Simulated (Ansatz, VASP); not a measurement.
## One calculation of Sb, two programs

```
CELL_PARAMETERS angstrom
4.93018 0.00000 0.00000
0.00000 4.93018 0.00000
0.00000 0.00000 4.93018
ATOMIC_POSITIONS crystal
Sb 0.03000 0.03000 0.03000
Sb 0.47000 0.97000 0.53000
Sb 0.53000 0.47000 0.97000
Sb 0.97000 0.53000 0.47000
```

Alike in both runs: task single point; functional PBE; k mesh 4 × 4 × 4; occupations gaussian, width 0.1 eV; no spin polarisation.

|  | VASP | Ansatz |
| --- | --- | --- |
| version | VASP 6.6.1 | Ansatz 0.2.0 |
| potentials or method | VASP PAW PBE potentials, release 64 (Sb), cutoff 520 eV | scalar-relativistic, plane waves, PAW |
| valence electrons in the cell | 20 | 60 |

Ansatz gave:

| Quantity | Value |
| --- | --- |
| gap on the k mesh at the Fermi level (eV) | none |
| pressure (GPa) | -2.3 |
| rms of the force components (eV/Å) | 0.050 |

Problem. Estimate VASP's values.

Solution. gap on the k mesh at the Fermi level (eV): none; pressure (GPa): -2.4; rms of the force components (eV/Å): 0.052.

Atom by atom the forces differ by 0.001 eV/Å (rms over components). A gap of «none» marks a metal or a gap that the smearing closes. VASP's potentials hold 20 valence electrons a cell and Ansatz's 60, so a difference there can come from the potentials and not from the codes.

Neither program's run includes spin-orbit coupling.
